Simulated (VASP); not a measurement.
A run of VASP 6.6.1:

File INCAR:

```
PREC = Accurate
ENCUT = 500
EDIFF = 1E-7
ISMEAR = 0
SIGMA = 0.1
LREAL = F
LASPH = T
NELM = 120
ALGO = Normal
ISIF = 3
LWAVE = F
LCHARG = F
GGA = PE
IBRION = 2
NSW = 100
EDIFFG = -0.01
GGA_COMPAT = F
NELMIN = 4
```

The input KPOINTS:

```
regular mesh
0
Gamma
  12 12 10
```

POSCAR

```
Zr
1.0
    4.9981699931      0.0000000000      0.0000000000
   -2.4990849966      4.3285421865      0.0000000000
    0.0000000000      0.0000000000      4.9986843948
Zr
4
Direct
    0.0000000000      0.0000000000      0.2500000000
    0.0000000000      0.0000000000      0.7500000000
    0.3333333333      0.6666666667      0.7500000000
    0.6666666667      0.3333333333      0.2500000000
```

Potentials or basis: VASP PAW PBE potentials, release 64 (Zr_sv).

Launch:

```console
$ cat potpaw_PBE.64/Zr_sv/POTCAR > POTCAR
$ mpirun -np 1 vasp_std > vasp.out
```

Hardware: 1 thread of AMD EPYC 7R13 Processor (Zen 3), on a shared host.

Q: How long does it take, and how much memory?

A: It took 21 min on 1 thread of AMD EPYC 7R13 Processor (Zen 3), with other jobs on the host, peak memory 0.35 GiB. Counts: scf iterations 52, k points 114, ion steps 4.
